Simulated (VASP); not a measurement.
## Ca: single point with PBE

The system is Ca.

```
CELL_PARAMETERS angstrom
-2.09649 2.10173 2.44535
2.09649 -2.10173 2.44535
2.09649 2.10173 -2.44535
ATOMIC_POSITIONS crystal
Ca 0.50000 0.50000 0.00000
```

```
Program             : VASP 6.6.1
Task                : single point
Functional          : PBE
Potentials or basis : VASP PAW PBE potentials, release 64 (Ca_sv)
Cutoff              : 520 eV
k mesh              : 14 × 14 × 14
Occupations         : gaussian, width 0.05 eV
Spin                : no spin polarisation
```

| Item | Value |
| --- | --- |
| Pressure | -0.3 GPa |
| Band gap on the k mesh | zero (band 5 reaches 2.10 eV, above the bottom of band 6 at 1.75 eV) |

Stress tensor (GPa, compression positive):
```
-0.45  0.00  0.00
 0.00 -0.47  0.00
 0.00  0.00 -0.13
```

Levels at points of the mesh, in eV from the Fermi level:
```
           k point  band 3  band 4  band 5  band 6  band 7  band 8
(0.00, 0.00, 0.00)  -23.00  -22.99   -4.00    2.16    2.18    2.76
(0.50, 0.00, 0.00)  -23.04  -23.00   -0.95   -0.14    1.69    2.77
(0.00, 0.50, 0.00)  -23.04  -23.00   -0.94   -0.13    1.67    2.78
(0.50, 0.50, 0.00)  -23.04  -23.02   -0.66    0.36    0.89    3.71
(0.50, 0.50, 0.50)  -23.08  -23.08   -0.10    0.29    2.39    4.01
```

Run time: 2.4 min on 1 thread of Oxide Virtual Turin-like Processor (shared host), peak memory 0.29 GiB.
